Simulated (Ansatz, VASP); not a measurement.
# One calculation of TiN, two programs

```
CELL_PARAMETERS angstrom
0.00000 2.07336 2.07336
2.07336 0.00000 2.07336
2.07336 2.07336 0.00000
ATOMIC_POSITIONS crystal
Ti 0.00000 0.00000 0.00000
N 0.50000 0.50000 0.50000
```

Change from the starting cell: volume scaled by 0.94, PAW files.

Alike in both runs: task single point; functional r2SCAN; k mesh 17 × 17 × 17; occupations fermi-dirac, width 0.1 eV; no spin polarisation.

|  | VASP | Ansatz |
| --- | --- | --- |
| version | VASP 6.6.1 | Ansatz 0.2.0 |
| potentials or method | VASP PAW PBE potentials, release 64 (Ti_sv, N) | PAW with Ansatz's default frozen-core files, scalar-relativistic |
| plane-wave cutoff (eV) | 520 | 500 |
| valence electrons in the cell | 17 | 17 |

Ansatz gave:

| Quantity | Value |
| --- | --- |
| pressure (GPa) | 20.8 |

Estimate VASP's values.

pressure (GPa): 22.6.

VASP's potentials were made for PBE, not for r2SCAN.
